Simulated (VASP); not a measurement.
# Ge2Sb2Te5 (pbe) (P-3m1) in VASP: further runs, part 2 of 2

VASP 6.6.1.

## 3. Single point, PBE

This run uses another cell than the first one, of 31.28 Å³/atom, 1.031 times its volume.

The input, INCAR:

```
PREC     = Accurate       # precision mode
ENCUT    = 520            # plane-wave cutoff, eV
EDIFF    = 1E-7           # SCF threshold, eV
ISMEAR   = 0              # smearing method
SIGMA    = 0.01           # smearing width, eV
LREAL    = F              # projectors in reciprocal space
LASPH    = T              # aspherical terms in the spheres
NELM     = 60             # most SCF steps
ALGO     = Normal         # electronic algorithm
ISIF     = 2              # what is computed and relaxed
LWAVE    = F              # write WAVECAR
LCHARG   = T              # write CHGCAR
GGA      = PE             # functional
LELF     = T              # ELF
LVHAR    = T            
NBANDS   = 44             # bands
```

The input, KPOINTS:

```
regular mesh
0
Gamma
  9 9 2
```

The input, POSCAR:

```
Ge2Sb2Te5
1.0
    4.2937137694      0.0000000000      0.0000000000
   -2.1468568847      3.7184652009      0.0000000000
    0.0000000000      0.0000000000     17.6342368666
Ge Sb Te
2 2 5
Direct
    0.3333333333      0.6666666667      0.9017795577
    0.6666666667      0.3333333333      0.0982204423
    0.0000000000      0.0000000000      0.6905602505
    0.0000000000      0.0000000000      0.3094397495
    0.0000000000      0.0000000000      0.0000000000
    0.6666666667      0.3333333333      0.8058929045
    0.3333333333      0.6666666667      0.1941070955
    0.3333333333      0.6666666667      0.5935595296
    0.6666666667      0.3333333333      0.4064404704
```

Potentials or basis: VASP PAW PBE potentials, release 64 (Ge_d, Sb, Te).

Started as:

```bash
$ cat potpaw_PBE.64/Ge_d/POTCAR potpaw_PBE.64/Sb/POTCAR potpaw_PBE.64/Te/POTCAR > POTCAR
$ mpirun -np 1 vasp_std > vasp.out
```

OUTCAR:

```text
PREC = Accurate
   ENCUT = 520
   EDIFF = 1E-7
   ISMEAR = 0
   LREAL = F
   LASPH = T
   NELM = 60
   ISIF = 2
   GGA = PE

 ion  position               nearest neighbor table
   1  0.333  0.667  0.902-   6 3.00   6 3.00   6 3.00   5 3.02   5 3.02   5 3.02
   2  0.667  0.333  0.098-   7 3.00   7 3.00   7 3.00   5 3.02   5 3.02   5 3.02
   3  0.000  0.000  0.691-   8 3.01   8 3.01   8 3.01   6 3.21   6 3.21   6 3.21
   4  0.000  0.000  0.309-   9 3.01   9 3.01   9 3.01   7 3.21   7 3.21   7 3.21
   5  0.000  0.000  0.000-   1 3.02   2 3.02   2 3.02   1 3.02   2 3.02   1 3.02
   6  0.667  0.333  0.806-   1 3.00   1 3.00   1 3.00   3 3.21   3 3.21   3 3.21
[... 1345 lines left out ...]
  external PRESSURE =      -0.3118493 kB  Pullay stress =       0.0000000 kB

 VOLUME and BASIS-vectors are now :
 -----------------------------------------------------------------------------
  energy-cutoff  :      520.00
  volume of cell :      281.55
      direct lattice vectors                 reciprocal lattice vectors
     4.293713769  0.000000000  0.000000000     0.232898617  0.134464079  0.000000000
    -2.146856885  3.718465201  0.000000000     0.000000000  0.268928159  0.000000000
     0.000000000  0.000000000 17.634236867     0.000000000  0.000000000  0.056707869

 POSITION                                       TOTAL-FORCE (eV/Angst)
 -----------------------------------------------------------------------------------
     -0.00000      2.47898     15.90219         0.000000      0.000000     -0.002316
      2.14686      1.23949      1.73204        -0.000000      0.000000      0.002316
      0.00000      0.00000     12.17750         0.000000     -0.000000      0.020817
      0.00000      0.00000      5.45673         0.000000      0.000000     -0.020817
      0.00000      0.00000      0.00000         0.000000      0.000000      0.000000
      2.14686      1.23949     14.21131         0.000000     -0.000000     -0.010598
     -0.00000      2.47898      3.42293         0.000000      0.000000      0.010598
     -0.00000      2.47898     10.46697         0.000000     -0.000000     -0.013068
      2.14686      1.23949      7.16727         0.000000      0.000000      0.013068
 -----------------------------------------------------------------------------------
    total drift:                               -0.000000      0.000000      0.000000

  FREE ENERGIE OF THE ION-ELECTRON SYSTEM (eV)
  ---------------------------------------------------
  free  energy   TOTEN  =       -33.9982070329 eV

  energy  without entropy=      -33.9982070329  energy(sigma->0) =      -33.99820703
```

OSZICAR:

```text
N       E                     dE             d eps       ncg     rms          rms(c)
[... 22 lines left out ...]
DAV:  23    -0.339983437609E+02    0.77649E-04   -0.27110E-05  2552   0.180E-02    0.234E-01
DAV:  24    -0.339982631663E+02    0.80595E-04   -0.50336E-05  2612   0.251E-02    0.154E-01
DAV:  25    -0.339982254609E+02    0.37705E-04   -0.41985E-05  2752   0.196E-02    0.919E-02
DAV:  26    -0.339982162666E+02    0.91944E-05   -0.76548E-06  2668   0.937E-03    0.637E-02
DAV:  27    -0.339982122590E+02    0.40075E-05   -0.19373E-06  2412   0.492E-03    0.501E-02
DAV:  28    -0.339982080018E+02    0.42572E-05   -0.48692E-06  2428   0.793E-03    0.291E-02
DAV:  29    -0.339982070232E+02    0.97854E-06   -0.29308E-06  2536   0.514E-03    0.166E-02
DAV:  30    -0.339982070329E+02   -0.96543E-08   -0.22418E-07  1636   0.184E-03
   1 F= -.33998207E+02 E0= -.33998207E+02  d E =-.330610E-13
```

Run time: 6.5 min. Hardware: 1 thread of Intel Xeon Platinum 8559C (Emerald Rapids), shared host; peak memory 0.52 GiB.

Results:

* Free energy: -33.9982 eV
* Pressure: 0.0 GPa
* Largest force: 0.021 eV/Å
* Band gap on the k mesh: 0.58 eV, direct

Forces in eV/Å, atoms in the order of the input:
```
Ge   0.000  0.000 -0.002
Ge   0.000  0.000  0.002
Sb   0.000  0.000  0.021
Sb   0.000  0.000 -0.021
Te   0.000  0.000  0.000
Te   0.000  0.000 -0.011
Te   0.000  0.000  0.011
Te   0.000  0.000 -0.013
Te   0.000  0.000  0.013
```

Levels at points of the mesh, in eV from the valence-band top:
```
           k point  band 31  band 32  band 33  band 34  band 35  band 36  band 37  band 38
(0.00, 0.00, 0.00)    -1.03    -0.86    -0.58     0.00     0.58     0.62     0.62     1.13
(0.00, 0.00, 0.50)    -1.07    -1.07    -0.42    -0.10     0.68     0.71     0.71     0.98
```

Caveat: spin-orbit coupling is left out, which moves the levels of the heavy elements; this functional lacks dispersion, which binds the layers, so the pressure and a relaxed spacing across them are unreliable. A k mesh can miss the band edges.
